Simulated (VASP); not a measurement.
# Sr (Im-3m) in VASP: settings compared, part 2 of 2

VASP 6.6.1. Earlier steps stand in the parts before.

**4. Single point, PBEsol (51.22 Å³/atom)**

This run uses another cell than the first one, of 51.22 Å³/atom.

Contents of INCAR:

```
PREC = Accurate
ENCUT = 520
EDIFF = 1E-6
ISMEAR = -1
SIGMA = 0.08
LREAL = False
LASPH = True
NELM = 100
ALGO = Normal
ISIF = 2
LWAVE = False
LCHARG = True
GGA = PS
LELF = True
LVHAR = True
NBANDS = 11
```

Contents of KPOINTS:

```
Automatic mesh
0
Gamma
  11 11 11
```

Contents of POSCAR:

```
Sr
1.0
   -2.3395611285      2.3395611285      2.3395611285
    2.3395611285     -2.3395611285      2.3395611285
    2.3395611285      2.3395611285     -2.3395611285
Sr
1
Direct
    0.0000000000      0.0000000000      0.0000000000
```

The run is started by

```
$ cat potpaw_PBE.64/Sr_sv/POTCAR > POTCAR
$ mpirun -np 1 vasp_std > vasp.out
```

It took 65 s on 1 thread of Intel Xeon 8259CL, shared host; peak memory 0.18 GiB.

The run converged. Its results:

```yaml
Free_energy: -1.8486 eV
Pressure: 0.0 GPa
Band_gap_on_the_k_mesh: zero (bands 5 and 6 overlap by 0.51 eV)
```

Levels at points of the mesh, in eV from the Fermi level:
| k point | band 2 | band 3 | band 4 | band 5 | band 6 | band 7 | band 8 | band 9 |
| --- | --- | --- | --- | --- | --- | --- | --- | --- |
| (0.00, 0.00, 0.00) | -18.25 | -18.25 | -18.25 | -3.74 | 2.47 | 2.47 | 2.47 | 3.90 |

Caveat: the PAW data sets were made with another functional, which shifts forces and pressure a little.

**5. Single point, LDA, collinear spin**

This run uses another cell than the first one, of 20.49 Å³/atom.

Contents of INCAR:

```
SYSTEM = Sr
  PREC = Accurate
  ENCUT = 520
  EDIFF = 1E-7
  ISMEAR = -1
  SIGMA = 0.08
  LREAL = .FALSE.
  LASPH = .TRUE.
  NELM = 150
  ALGO = Normal
  ISIF = 2
  LWAVE = .FALSE.
  LCHARG = .TRUE.
  ISPIN = 2
  MAGMOM = -0.5
  LORBIT = 11
  LELF = .TRUE.
  LVHAR = .TRUE.
  NBANDS = 15
```

Contents of KPOINTS:

```
regular mesh
0
G
  11 11 11
  0 0 0
```

Contents of POSCAR:

```
Sr
1.0
   -1.7238033781      1.7238033781      1.7238033781
    1.7238033781     -1.7238033781      1.7238033781
    1.7238033781      1.7238033781     -1.7238033781
Sr
1
Direct
    0.0000000000      0.0000000000      0.0000000000
```

Potentials or basis: VASP PAW LDA potentials, release 64 (Sr_sv).

The run is started by

```
$ cat potpaw_LDA.64/Sr_sv/POTCAR > POTCAR
$ mpirun -np 1 vasp_std > vasp.out
```

OUTCAR:

```text
SYSTEM = Sr
   PREC = Accurate
   ENCUT = 520
   EDIFF = 1E-7
   ISMEAR = -1
   LREAL = .FALSE.
   LASPH = .TRUE.
   NELM = 150
   ISIF = 2
   ISPIN = 2
   LORBIT = 11

 ion  position               nearest neighbor table
   1  0.000  0.000  0.000-

  LATTYP: Found a body centered cubic cell.
 ALAT       =     3.4476067562

  Lattice vectors:

 A1 = (  -1.7238033781,   1.7238033781,   1.7238033781)
 A2 = (   1.7238033781,  -1.7238033781,   1.7238033781)
 A3 = (   1.7238033781,   1.7238033781,  -1.7238033781)

Analysis of symmetry for initial positions (statically):
=====================================================================
 Subroutine PRICEL returns:
 Original cell was already a primitive cell.

 Routine SETGRP: Setting up the symmetry group for a
 body centered cubic supercell.

 Subroutine GETGRP returns: Found 48 space group operations
 (whereof 48 operations were pure point group operations)
 out of a pool of 48 trial point group operations.

The static configuration has the point symmetry O_h .

Analysis of symmetry for dynamics (positions and initial velocities):
[... 1037 lines left out ...]
      4     -10.4815      1.00000
      5       6.1043      0.91479
      6       7.1993      0.00001
      7       9.9071      0.00000
      8      13.9764      0.00000
      9      14.7651      0.00000
     10      19.4713      0.00000
     11      19.9031      0.00000
     12      20.1001      0.00000
     13      24.1099      0.00000
     14      27.9858      0.00000
     15      28.3607      0.00000

 [... further k-points ...]

------------------------ aborting loop because EDIFF is reached ----------------------------------------

  FORCE on cell =-STRESS in cart. coord.  units (eV):
  Direction    XX          YY          ZZ          XY          YZ          ZX
  --------------------------------------------------------------------------------------
  -------------------------------------------------------------------------------------
  Total        5.2686862      5.2686862      5.2686862      0.0000000      0.0000000      0.0000000
  in kB      411.9929083    411.9929083    411.9929083      0.0000000      0.0000000      0.0000000
  external PRESSURE =     411.9929083 kB  Pullay stress =       0.0000000 kB

 VOLUME and BASIS-vectors are now :
 -----------------------------------------------------------------------------
  energy-cutoff  :      520.00
  volume of cell :       20.49
      direct lattice vectors                 reciprocal lattice vectors
    -1.723803378  1.723803378  1.723803378     0.000000000  0.290056283  0.290056283
     1.723803378 -1.723803378  1.723803378     0.290056283  0.000000000  0.290056283
     1.723803378  1.723803378 -1.723803378     0.290056283  0.290056283  0.000000000

 POSITION                                       TOTAL-FORCE (eV/Angst)
 -----------------------------------------------------------------------------------
      0.00000      0.00000      0.00000        -0.000000      0.000000     -0.000000
 -----------------------------------------------------------------------------------
    total drift:                                0.000000      0.000000     -0.000000

  FREE ENERGIE OF THE ION-ELECTRON SYSTEM (eV)
  ---------------------------------------------------
  free  energy   TOTEN  =         0.0977011178 eV

  energy  without entropy=        0.1154565719  energy(sigma->0) =        0.10657884

 total charge

# of ion       s       p       d       tot
------------------------------------------
    1        2.131   5.670   0.695   8.497

 magnetization (x)

# of ion       s       p       d       tot
------------------------------------------
    1       -0.000   0.000  -0.000   0.000
```

stdout:

```text
POSCAR found type information on POSCAR Sr
 POSCAR found :  1 types and       1 ions
 scaLAPACK will be used
 LDA part: xc-table for (Slater(with rela. corr.)+CA(PZ))
 , standard interpolation
 POSCAR, INCAR and KPOINTS ok, starting setup
 FFT: planning ... GRIDC
 FFT: planning ... GRID_SOFT
 FFT: planning ... GRID
 WAVECAR not read
 entering main loop
```

It took 79 s on 1 thread of Intel Xeon 8259CL, shared host; peak memory 0.15 GiB.

Results:

```yaml
Free_energy: 0.0977 eV
Pressure: 41.2 GPa
Band_gap_on_the_k_mesh: zero (filled and empty bands overlap)
Net_moment: 0.00 μB per cell
Valence_electrons_inside_the_program's_atomic_spheres: Sr 8.50
```

Caveat: the cell stands under pressure.

**6. Summary**

```tsv
level	potentials or basis	spin	cell	k mesh	smearing	gap on the mesh (eV)	pressure (GPa)
PBEsol	VASP PAW PBE potentials, release 64 (Sr_sv)	off	a = 3.984 Å, angles 109.5°, 1 atom	11 × 11 × 11	fermi-dirac 0.08 eV	none	0.7
PBEsol	VASP PAW PBE potentials, release 64 (Sr_sv)	off	a = 3.984 Å, angles 109.5°, 1 atom	11 × 11 × 11, shifted	methfessel-paxton 0.15 eV	none	0.6
PBEsol	VASP PAW PBE potentials, release 64 (Sr_sv)	off	a = 4.052 Å, angles 109.5°, 1 atom	11 × 11 × 11	fermi-dirac 0.08 eV	none	0.0
LDA	VASP PAW LDA potentials, release 64 (Sr_sv)	collinear	a = 2.986 Å, angles 109.5°, 1 atom	11 × 11 × 11	fermi-dirac 0.08 eV	none	41.2
```

Alike in all rows: task single point; cutoff (eV) 520.

Caveats: the PAW data sets were made with another functional, which shifts forces and pressure a little (at least some runs); the cell stands under pressure (at least some runs).

Absolute energies hang on the potentials; compare differences alone.
